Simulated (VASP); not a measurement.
Input of a VASP 6.6.1 run:

The input INCAR:

```
SYSTEM = SbW2
ALGO = Fast
EDIFF = 1E-7
ENCUT = 520
GGA = PE
ISIF = 2
ISMEAR = 0
LASPH = .TRUE.
LCHARG = .TRUE.
LELF = .TRUE.
LREAL = .FALSE.
LVHAR = .TRUE.
LWAVE = .FALSE.
NBANDS = 42
NELM = 60
PREC = Accurate
SIGMA = 0.1
```

File KPOINTS:

```
k-points
0
G
  4 4 6
  0 0 0
```

POSCAR

```
SbW2
1.0
    5.6658475210      0.0000000000      0.0000000000
    0.0000000000      5.8383653141      0.0000000000
    0.0000000000      0.0000000000      3.8135512161
Sb W
2 4
Direct
    0.5000000000      0.5000000000      0.5000000000
    0.0000000000      0.0000000000      0.0000000000
    0.2250000000      0.8250000000      0.5000000000
    0.7250000000      0.6750000000      0.0000000000
    0.7750000000      0.1750000000      0.5000000000
    0.2750000000      0.3250000000      0.0000000000
```

Potentials or basis: VASP PAW PBE potentials, release 64 (Sb, W_sv).

Command:

```sh
$ cat potpaw_PBE.64/Sb/POTCAR potpaw_PBE.64/W_sv/POTCAR > POTCAR
$ mpirun -np 1 vasp_std > vasp.out
```

What does it give for the band gap on the k mesh?

Zero (bands 33 and 34 overlap by 1.14 eV).

Estimate the pressure.

17.1 GPa.

What does it give for the largest force?

1.299 eV/Å.

Stress tensor (GPa, compression positive):
```
11.61  0.00  0.00
 0.00 18.11  0.00
 0.00  0.00 21.44
```

Caveat: the stress differs along the axes, from 12 to 21 GPa; spin-orbit coupling is left out, which moves the levels of the heavy elements; forces of over 1 eV/Å act on the atoms, so gaps and moduli don't describe the material at rest.
